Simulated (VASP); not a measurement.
# H2CO2 in VASP: further runs, part 2 of 2

VASP 6.6.1.

## 3. Single point, PBE+D3(BJ)

INCAR

```
SYSTEM = H2CO2
PREC     = Accurate       ! precision mode
ENCUT    = 520            ! plane-wave cutoff, eV
EDIFF    = 1E-6           ! SCF threshold, eV
ISMEAR   = -1             ! smearing method
SIGMA    = 0.05           ! smearing width, eV
LREAL    = Auto         
LASPH    = .True.         ! aspherical terms in the spheres
NELM     = 80             ! most SCF steps
ALGO     = Normal         ! electronic algorithm
ISIF     = 2              ! what is computed and relaxed
LWAVE    = .False.        ! write WAVECAR
LCHARG   = .False.        ! write CHGCAR
GGA      = PE             ! functional
IVDW     = 12             ! dispersion correction
NBANDS   = 75             ! bands
```

KPOINTS

```
Automatic mesh
0
Gamma
  1 1 1
  0 0 0
```

POSCAR

```
H2CO2
1.0
    7.2304270000      0.0000000000      0.0000000000
    0.0000000000      7.2304270000      0.0000000000
    0.0000000000      0.0000000000      7.2304270000
O C H
12 6 12
Direct
    0.3618735104      0.1966965436      0.8897261531
    0.3343094398      0.3111296193      0.6054829127
    0.8095372514      0.2270128721      0.3397724643
    0.9873967333      0.4825164544      0.2939937019
    0.3847352307      0.7953195572      0.6628515854
    0.6483849432      0.7830796162      0.4963468962
    1.0414184390      0.4932073860      0.8613460865
    0.7807422715      0.4034339881      0.7142455072
    0.3686089355      0.6406537263      0.0453500187
    0.5289590781      0.3991603815      0.1652461189
    0.7670224732      0.9140400698      1.0330648522
    0.9781441677      0.9934682972      0.8131055054
    0.4214273929      0.2108865770      0.7249779301
    0.9653095177      0.3242685391      0.3458993501
    0.4881177834      0.8209473659      0.5016577859
    0.8629919091      0.4375398576      0.8563947883
    0.4230455546      0.5417384063      0.1725209313
    0.9330707578      0.9689054326      0.9732896826
    0.2664849531      0.2927904535      0.9185073025
    0.5476716659      0.1359117518      0.6893368815
    0.7067217469      0.3050165640      0.2825974178
    1.0766307439      0.2374963470      0.4042914755
    0.2556695476      0.8315276539      0.6433644929
   -0.6229230998      2.8919453858      1.3686743535
    1.0802681501      0.5113944170      0.7327368079
    0.8039497529      0.4290064750      0.9971195339
    0.4065596679      0.3398554470     -0.5076463672
    0.3700749624      0.5748761449      0.3155000389
    0.6889081378      0.8766840465      0.9284652207
    1.0253336352      0.9897064171      1.0930889697
```

Potentials or basis: VASP PAW PBE potentials, release 64 (O, C, H).

On the command line:

```sh
$ cat potpaw_PBE.64/O/POTCAR potpaw_PBE.64/C/POTCAR potpaw_PBE.64/H/POTCAR > POTCAR
$ mpirun -np 1 vasp_gam > vasp.out
```

OUTCAR:

```text
SYSTEM = H2CO2
   PREC = Accurate
   ENCUT = 520
   EDIFF = 1E-6
   ISMEAR = -1
   LREAL = Auto
   LASPH = .True.
   NELM = 80
   ISIF = 2
   GGA = PE
   IVDW = 12
 IVDW          = 12

 ion  position               nearest neighbor table
   1  0.362  0.197  0.890-  19 1.00  13 1.27
   2  0.334  0.311  0.605-  27 0.99  13 1.29
   3  0.810  0.227  0.340-  21 1.02  14 1.33
   4  0.987  0.483  0.294-  14 1.21
   5  0.385  0.795  0.663-  23 0.98  15 1.40
   6  0.648  0.783  0.496-  15 1.19
   7  0.041  0.493  0.861-  25 0.98  16 1.35
   8  0.781  0.403  0.714-  16 1.21
   9  0.369  0.641  0.045-  17 1.23
  10  0.529  0.399  0.165-  17 1.29
  11  0.767  0.914  0.033-  29 0.98  18 1.34
  12  0.978  0.993  0.813-  18 1.22
  13  0.421  0.211  0.725-  20 1.09   1 1.27   2 1.29
  14  0.965  0.324  0.346-  22 1.10   4 1.21   3 1.33
  15  0.488  0.821  0.502-   6 1.19  24 1.35   5 1.40
  16  0.863  0.438  0.856-  26 1.11   8 1.21   7 1.35
  17  0.423  0.542  0.173-  28 1.13   9 1.23  10 1.29
  18  0.933  0.969  0.973-  30 1.10  12 1.22  11 1.34
  19  0.266  0.293  0.919-   1 1.00
  20  0.548  0.136  0.689-  13 1.09
[... 232 lines left out ...]

 k-point     1 :       0.0000    0.0000    0.0000
  band No.  band energies     occupation
      1     -27.0803      2.00000
      2     -25.0976      2.00000
      3     -24.3528      2.00000
      4     -24.1210      2.00000
      5     -23.9796      2.00000
      6     -23.4524      2.00000
[... 58 lines left out ...]
     65       4.1447      0.00000
     66       5.2603      0.00000
 [bands above 66 left out]

------------------------ aborting loop because EDIFF is reached ----------------------------------------

 Edisp (eV)   -1.37725

 E8    (eV) :    -0.3197

  FORCE on cell =-STRESS in cart. coord.  units (eV):
  Direction    XX          YY          ZZ          XY          YZ          ZX
  --------------------------------------------------------------------------------------
  -------------------------------------------------------------------------------------
  Total      -3.44880    -0.34804    -1.86898     1.69800     1.45019    -0.79388
  in kB     -14.61796    -1.47519    -7.92180     7.19710     6.14672    -3.36492
  external pressure =       -8.00 kB  Pullay stress =        0.00 kB

 VOLUME and BASIS-vectors are now :
 -----------------------------------------------------------------------------
  energy-cutoff  :      520.00
  volume of cell :      378.00
      direct lattice vectors                 reciprocal lattice vectors
     7.230427000  0.000000000  0.000000000     0.138304418  0.000000000  0.000000000
     0.000000000  7.230427000  0.000000000     0.000000000  0.138304418  0.000000000
     0.000000000  0.000000000  7.230427000     0.000000000  0.000000000  0.138304418

 POSITION                                       TOTAL-FORCE (eV/Angst)
 -----------------------------------------------------------------------------------
      2.61650      1.42220      6.43310        -0.105489      0.229454     -0.069662
      2.41720      2.24960      4.37790         0.096722      0.338171      0.061156
      5.85330      1.64140      2.45670        -0.408246      0.055463     -0.261292
      7.13930      3.48880      2.12570         0.191451      0.447678     -0.079895
      2.78180      5.75050      4.79270         0.522838      0.175320     -0.714754
      4.68810      5.66200      3.58880         0.368240      0.141797     -0.265944
[... 22 lines left out ...]
      4.98110      6.33880      6.71320        -0.091320     -0.027157     -0.056733
      0.18317      7.15600      0.67307         0.001229      0.004566      0.036654
 -----------------------------------------------------------------------------------
    total drift:                               -0.005287     -0.001562     -0.001332

  FREE ENERGIE OF THE ION-ELECTRON SYSTEM (eV)
  ---------------------------------------------------
  free  energy   TOTEN  =      -179.0236913724 eV

  energy  without entropy=     -179.0236900814  energy(sigma->0) =     -179.02369073
```

Wall time 31 s (1 thread of Intel Xeon 6975P-C (Granite Rapids), shared host); peak memory 0.34 GiB.

Results:

```yaml
Free_energy: -179.0237 eV
Pressure: -0.8 GPa
Largest_force: 3.638 eV/Å
Band_gap_on_the_k_mesh: 1.47 eV
Dispersion_energy_per_atom: -0.046 eV
```

Forces in eV/Å, atoms in the order of the input:
```
O   -0.105  0.229 -0.070
O    0.097  0.338  0.061
O   -0.408  0.055 -0.261
O    0.191  0.448 -0.080
O    0.523  0.175 -0.715
O    0.368  0.142 -0.266
O    0.137 -0.091 -0.045
O   -0.451 -0.145 -0.365
O   -0.061  0.484 -0.631
O    0.144 -0.376  0.313
O   -0.075 -0.211  0.008
O    0.202  0.024 -0.542
C    0.364  0.089  0.005
C   -0.194 -0.305  0.210
C   -3.245  1.078 -1.242
C   -0.025 -0.030  0.481
C    0.177 -0.443  0.847
C   -0.012 -0.098  0.462
H   -0.069 -0.030  0.020
H    0.043  0.027 -0.028
H   -0.097  0.003 -0.021
H    0.109 -0.100  0.093
H   -0.050  0.069 -0.020
H    2.320 -1.234  2.167
H    0.094  0.026 -0.134
H    0.011  0.001 -0.032
H    0.135 -0.130 -0.267
H   -0.033  0.026  0.074
H   -0.091 -0.027 -0.057
H    0.001  0.005  0.037
```

Caveat: the k points lie up to 0.87 Å⁻¹ apart.

## 4. Single point, PBE+D3(BJ)

INCAR

```
  ALGO = Normal
  EDIFF = 1E-6
  ENCUT = 520
  GGA = PE
  ISIF = 2
  ISMEAR = -1
  IVDW = 12
  LASPH = True
  LCHARG = False
  LREAL = Auto
  LWAVE = False
  NBANDS = 75
  NELM = 100
  PREC = Accurate
  SIGMA = 0.05
```

KPOINTS

```
k-points
0
Gamma
  1 1 1
```

POSCAR

```
H2CO2
1.0
    7.2304270000      0.0000000000      0.0000000000
    0.0000000000      7.2304270000      0.0000000000
    0.0000000000      0.0000000000      7.2304270000
O C H
12 6 12
Direct
    0.3578211909      0.2244819013      0.8685240858
    0.3688578835      0.3242823695      0.5772411505
    0.7971036842      0.2307747523      0.3303954248
    0.9908266829      0.4773438692      0.3061229994
    0.3766167614      0.8120682223      0.6553416555
    0.6456188549      0.7901469720      0.5053920052
    1.0449452017      0.4775928171      0.8400472061
    0.7642840457      0.4031297183      0.7247981343
    0.4024520267      0.6268786062      0.0465532672
    0.5006481637      0.3858969878      0.2272341592
    0.7667873557      0.8929486460      1.0206727763
    0.9837178358      0.9896787562      0.8135895709
    0.4385218190      0.2327939968      0.7108847099
    0.9538994032      0.3211566896      0.3574754299
    0.4839824813      0.8292179701      0.5015748033
    0.8643196315      0.4281628180      0.8563809579
    0.4106673091      0.5390414702      0.1921739892
    0.9318675093      0.9588368709      0.9708555249
    0.2507874016      0.3122775460      0.8766425551
    0.5662736101      0.1534210912      0.6964180677
    0.6973308769      0.3128031028      0.2727916346
    1.0534370930      0.2316875615      0.4328236769
    0.2495841532      0.8535180564      0.6334204052
   -0.5886927563      2.8842418297      1.3779545800
    1.0671430608      0.5013396857      0.7078835040
    0.8254699204      0.4167941949      1.0035645198
    0.4396420848      0.3348349966     -0.5552369175
    0.3258175485      0.5872543904      0.3117104979
    0.6940807230      0.8581374240      0.9111218466
    1.0164130002      0.9829018397      1.0958412276
```

On the command line:

```sh
$ cat potpaw_PBE.64/O/POTCAR potpaw_PBE.64/C/POTCAR potpaw_PBE.64/H/POTCAR > POTCAR
$ mpirun -np 1 vasp_gam > vasp.out
```

Wall time 35 s (1 thread of Intel Xeon 6975P-C (Granite Rapids), shared host); peak memory 0.34 GiB.

The run converged. Its results:

```
Free energy                : -180.5791 eV
Pressure                   : -0.4 GPa
Largest force              : 1.104 eV/Å
Band gap on the k mesh     : 2.43 eV
Dispersion energy per atom : -0.046 eV
```

Forces on the atoms (eV/Å):
```
O   -0.038  0.163 -0.080
O    0.092  0.218 -0.543
O   -0.098 -0.142 -0.066
O    0.072  0.435 -0.057
O   -0.093  0.074  0.080
O    0.499 -0.103  0.074
O    0.195 -0.032 -0.126
O   -0.347 -0.048 -0.313
O    0.389 -0.132 -0.281
O   -0.285 -0.206  1.046
O   -0.099 -0.173 -0.019
O    0.172  0.061 -0.459
C    0.248 -0.004 -0.300
C    0.083 -0.377  0.217
C   -0.390  0.181 -0.098
C    0.186  0.003  0.427
C   -0.315 -0.001  0.437
C    0.042 -0.057  0.389
H   -0.060  0.039  0.032
H   -0.003  0.010 -0.015
H   -0.085 -0.002 -0.028
H   -0.004  0.000  0.001
H   -0.102  0.034  0.024
H   -0.003  0.008  0.001
H    0.057  0.025 -0.093
H    0.019 -0.004 -0.004
H    0.005  0.072 -0.178
H   -0.047  0.003 -0.016
H   -0.083 -0.041 -0.049
H   -0.007 -0.005 -0.003
```

Stress tensor (GPa, compression positive):
```
-0.06  0.25  0.59
 0.25  0.05  0.31
 0.59  0.31 -1.12
```

Levels at points of the mesh, in eV from the valence-band top:
```
           k point  band 52  band 53  band 54  band 55  band 56  band 57
(0.00, 0.00, 0.00)    -0.96    -0.79     0.00     2.43     3.56     4.03
```

Caveat: the k points lie up to 0.87 Å⁻¹ apart.

## 5. Single point, PBE+D3(BJ)

INCAR

```
SYSTEM = H2CO2
ALGO = Normal
EDIFF = 1E-7
ENCUT = 520
GGA = PE
ISIF = 2
ISMEAR = -1
IVDW = 12
LASPH = .True.
LCHARG = .False.
LREAL = Auto
LWAVE = .False.
NBANDS = 75
NELM = 100
PREC = Accurate
SIGMA = 0.05
```

KPOINTS

```
k-points
0
Gamma
  1 1 1
  0 0 0
```

POSCAR

```
H2CO2
1.0
    7.2304270000      0.0000000000      0.0000000000
    0.0000000000      7.2304270000      0.0000000000
    0.0000000000      0.0000000000      7.2304270000
O C H
12 6 12
Direct
    0.3597436223      0.2314662744      0.8774723816
    0.3376564067      0.3251536873      0.5817360441
    0.8023869130      0.2164602450      0.3232035950
    0.9799974469      0.4758501815      0.3259973443
    0.3639480766      0.8262167642      0.6681348142
    0.6329640006      0.7953057268      0.5210204045
    1.0664100474      0.4737064630      0.8252209724
    0.7769803913      0.4083161340      0.7249226083
    0.4510521993      0.6178473277      0.0408412947
    0.4842867510      0.3995752948      0.2582143489
    0.7684055174      0.8651356275      0.9882818816
    0.9939247018      0.9808549343      0.8019166780
    0.4229487415      0.2467350822      0.7087409914
    0.9535398117      0.3137297424      0.3634363503
    0.4722127753      0.8398259190      0.5168712719
    0.8827694409      0.4433348127      0.8491199759
    0.3985380117      0.5467588567      0.1820224449
    0.9322962530      0.9415903099      0.9537610988
    0.2439689938      0.3054591382      0.8866143037
    0.5588604933      0.1821469188      0.6891847466
    0.7049099590      0.3006599749      0.2735246480
    1.0564797902      0.2242606142      0.4334460468
    0.2386027824      0.8752595110      0.6505978139
   -0.5977240348      2.8954029963      1.3917020392
    1.0973349154      0.4644815583      0.6924072396
    0.8468102921      0.4570961023      0.9971748556
    0.4275542786      0.3679312439     -0.6175292275
    0.2732757000      0.5894396002      0.2598878324
    0.7039279976      0.8371704742      0.8713869872
    1.0060401689      0.9654339917      1.0854822267
```

On the command line:

```sh
$ cat potpaw_PBE.64/O/POTCAR potpaw_PBE.64/C/POTCAR potpaw_PBE.64/H/POTCAR > POTCAR
$ mpirun -np 1 vasp_gam > vasp.out
```

Wall time 34 s (1 thread of Intel Xeon 6975P-C (Granite Rapids), shared host); peak memory 0.34 GiB.

It converged, with:

```yaml
Free_energy: -181.7324 eV
Pressure: 0.5 GPa
Largest_force: 0.683 eV/Å
Band_gap_on_the_k_mesh: 4.42 eV
Dispersion_energy_per_atom: -0.046 eV
```

Forces on the atoms (eV/Å):
```
O    0.012 -0.034  0.233
O    0.028 -0.013  0.057
O   -0.109 -0.049 -0.055
O    0.083  0.405 -0.094
O   -0.083  0.019  0.171
O    0.423 -0.083  0.084
O    0.110  0.036  0.049
O   -0.281 -0.106 -0.383
O    0.220  0.306 -0.569
O    0.096 -0.183  0.237
O   -0.119 -0.105 -0.066
O    0.236  0.080 -0.447
C    0.060  0.048 -0.315
C    0.118 -0.441  0.154
C   -0.376  0.126 -0.098
C    0.106  0.069  0.399
C   -0.242 -0.122  0.424
C    0.052 -0.026  0.304
H   -0.088  0.036  0.038
H    0.010 -0.013  0.037
H   -0.123  0.031 -0.039
H   -0.042  0.041 -0.034
H   -0.094  0.029  0.030
H   -0.012 -0.002  0.003
H    0.072  0.012 -0.069
H    0.009  0.000  0.006
H   -0.031  0.005  0.000
H    0.038 -0.030 -0.004
H   -0.072 -0.035 -0.060
H   -0.002  0.001  0.009
```

Stress tensor (GPa, compression positive):
```
 0.52  0.33  0.11
 0.33  0.50 -0.16
 0.11 -0.16  0.54
```

Levels at points of the mesh, in eV from the valence-band top:
```tsv
k point	band 50	band 51	band 52	band 53	band 54	band 55	band 56	band 57	band 58	band 59
(0.00, 0.00, 0.00)	-0.76	-0.47	-0.34	-0.29	0.00	4.42	4.62	4.81	4.89	5.04
```

Caveat: the k points lie up to 0.87 Å⁻¹ apart.

## 6. Relaxation of the atoms, PBE+D3(BJ)

INCAR

```
SYSTEM = H2CO2
PREC = Accurate
ENCUT = 520
EDIFF = 1E-6
ISMEAR = -1
SIGMA = 0.05
LREAL = Auto
LASPH = .True.
NELM = 60
ALGO = Normal
ISIF = 2
LWAVE = .False.
LCHARG = .False.
GGA = PE
IVDW = 12
IBRION = 2
NSW = 35
EDIFFG = -0.3
```

KPOINTS

```
Automatic mesh
0
Gamma
  1 1 1
  0 0 0
```

POSCAR

```
H2CO2
1.0
    7.2304270000      0.0000000000      0.0000000000
    0.0000000000      7.2304270000      0.0000000000
    0.0000000000      0.0000000000      7.2304270000
O C H
12 6 12
Direct
    0.4255724000      0.0888277000      0.9512289000
    0.5063052000      0.1838068000      0.6622774000
    0.8504697000      0.2517163000      0.3684535000
    0.9067990000      0.5612787000      0.3629848000
    0.3620652000      0.7026271000      0.6453473000
    0.6409148000      0.7747399000      0.5185626000
    1.0197349000      0.3986934000      0.8552342000
    0.7887050000      0.5732309000      0.7319719000
    0.3739067000      0.6164471000      0.0194687000
    0.4477904000      0.4357465000      0.2662890000
    0.7542518000      0.9429998000      0.9997330000
    1.0132538000      0.9794784000      0.8247500000
    0.5261474000      0.1876554000      0.8287379000
    0.9603105000      0.4027032000      0.3733758000
    0.4733337000      0.7803907000      0.5170570000
    0.8791391000      0.5213871000      0.8633170000
    0.4918618000      0.5395272000      0.1421724000
    0.9137347000      1.0271308000      0.9510150000
    0.3372242000      0.0168783000      0.8777651000
    0.6281005000      0.2715245000      0.9032816000
    0.7237383000      0.2979987000      0.3551822000
    1.1048484000      0.3594051000      0.3881850000
    0.4443485000      0.6435220000      0.7354312000
    0.3885536000      0.8491177000      0.4118231000
    1.0309949000      0.3631501000      0.7248926000
    0.8598017000      0.5664862000      1.0067651000
    0.2505346000      0.5710273000      0.0525657000
    0.6331157000      0.5855556000      0.1119409000
    0.7385694000      0.8396000000      0.9134683000
    0.9388633000      1.1447863000      1.0432698000
```

Potentials or basis: VASP PAW PBE potentials, release 64 (O, C, H).

On the command line:

```sh
$ cat potpaw_PBE.64/O/POTCAR potpaw_PBE.64/C/POTCAR potpaw_PBE.64/H/POTCAR > POTCAR
$ mpirun -np 1 vasp_gam > vasp.out
```

It took 10 min on 1 thread of Intel Xeon 6975P-C (Granite Rapids), shared host; peak memory 0.41 GiB.

Results (log left out):

| Property | Result |
| --- | --- |
| Free energy | -181.4934 eV |
| Energy gained by relaxing | 39.5 meV/atom |
| Ionic steps | 30 |
| Pressure after relaxing | 0.0 GPa |
| Largest force after relaxing | 0.225 eV/Å |
| Band gap on the k mesh | 4.09 eV |
| Dispersion energy per atom | -0.046 eV |

Forces in eV/Å, atoms in the order of the input:
```
O   -0.093  0.065  0.007
O   -0.112  0.183 -0.069
O   -0.084 -0.069  0.047
O    0.103  0.036  0.176
O   -0.055 -0.060  0.046
O    0.095  0.031 -0.104
O   -0.024  0.008  0.121
O    0.063  0.121 -0.134
O    0.001 -0.033  0.077
O    0.182 -0.076  0.032
O   -0.058 -0.166 -0.059
O    0.052  0.000 -0.047
C   -0.073  0.026  0.065
C   -0.053  0.001  0.114
C    0.134 -0.026 -0.003
C    0.048 -0.038 -0.192
C    0.051  0.082 -0.001
C    0.006 -0.087 -0.003
H   -0.050 -0.029  0.114
H    0.006 -0.128 -0.065
H    0.097  0.057  0.053
H   -0.123 -0.009 -0.059
H   -0.107 -0.070  0.047
H   -0.045  0.027  0.035
H   -0.041  0.028 -0.083
H    0.086  0.074 -0.062
H    0.035 -0.039 -0.045
H   -0.050  0.061  0.086
H    0.007  0.135 -0.043
H    0.002 -0.104 -0.052
```

Stress tensor (GPa, compression positive):
```
-0.56 -0.03 -0.03
-0.03  0.17 -0.08
-0.03 -0.08  0.27
```

The path:
```
step  energy change (eV)  largest force (eV/Å)  pressure (GPa)
   1              0.0000                1.1692            1.66
   2              0.1371                4.8451            1.22
   3             -0.0661                1.3828            1.41
   4             -0.1743                0.8103            0.95
   5             -0.2191                1.4704            0.44
   6             -0.2897                1.1645            0.36
   7             -0.4175                0.7816            0.13
   8             -0.3364                1.8096           -0.36
   9             -0.4373                1.0248           -0.02
  10             -0.4972                0.7259           -0.57
  11             -0.5172                1.5517           -1.10
  12             -0.5819                1.0217           -0.97
  13             -0.6515                1.0620           -0.64
  14             -0.7265                0.5349           -0.31
  15             -0.7652                1.1691            0.18
  16             -0.8201                0.7764           -0.17
  17             -0.8218                0.8803           -0.24
  18             -0.8797                0.6137           -0.19
  19             -0.8915                1.1311           -0.16
  20             -0.9510                0.8067           -0.17
  21             -0.9762                1.3540           -0.20
  22             -1.0179                0.6063           -0.28
  23             -1.0336                0.7603           -0.36
  24             -1.0607                0.5316           -0.21
  25             -1.0798                0.8691            0.11
  26             -1.1079                0.7689            0.04
  27             -1.1413                1.2673           -0.19
  28             -1.1705                0.6640           -0.16
  29             -1.1800                0.4264           -0.13
  30             -1.1863                0.2254           -0.04
```

Final structure:
```
O C H
1.0
     7.23043    0.00000    0.00000
     0.00000    7.23043    0.00000
     0.00000    0.00000    7.23043
O C H
12 6 12
Direct
  0.38993 0.09138 0.93427
  0.49054 0.19916 0.65576
  0.83943 0.26717 0.39097
  0.93196 0.54992 0.28647
  0.36196 0.70212 0.63166
  0.61278 0.83714 0.50044
  0.05738 0.41696 0.85360
  0.77115 0.53598 0.79059
  0.37100 0.62081 0.04422
  0.45669 0.40629 0.25876
  0.77445 0.91599 0.97916
  0.04471 0.97892 0.83394
  0.50136 0.18880 0.82354
  0.96411 0.39797 0.35453
  0.44789 0.80510 0.50198
  0.90450 0.51608 0.89207
  0.49151 0.53890 0.15979
  0.93353 0.00672 0.95860
  0.28358 0.04005 0.86258
  0.60589 0.26313 0.90716
  0.70941 0.30856 0.36760
  0.10611 0.35075 0.39048
  0.45918 0.65839 0.71663
  0.34804 0.85363 0.39696
  0.04957 0.35838 0.73145
  0.91562 0.57281 0.03313
  0.25284 0.55336 0.04857
  0.62698 0.60815 0.15391
  0.76005 0.82459 0.87774
  0.95085 0.11021 0.06999
```

Levels at points of the mesh, in eV from the valence-band top:
```tsv
k point	band 51	band 52	band 53	band 54	band 55	band 56	band 57	band 58
(0.00, 0.00, 0.00)	-0.87	-0.74	-0.08	0.00	4.09	4.30	4.48	4.51
```

Caveat: the k points lie up to 0.87 Å⁻¹ apart; the relaxation stopped at a loose force limit of 0.3 eV/Å, so its end isn't a converged minimum.
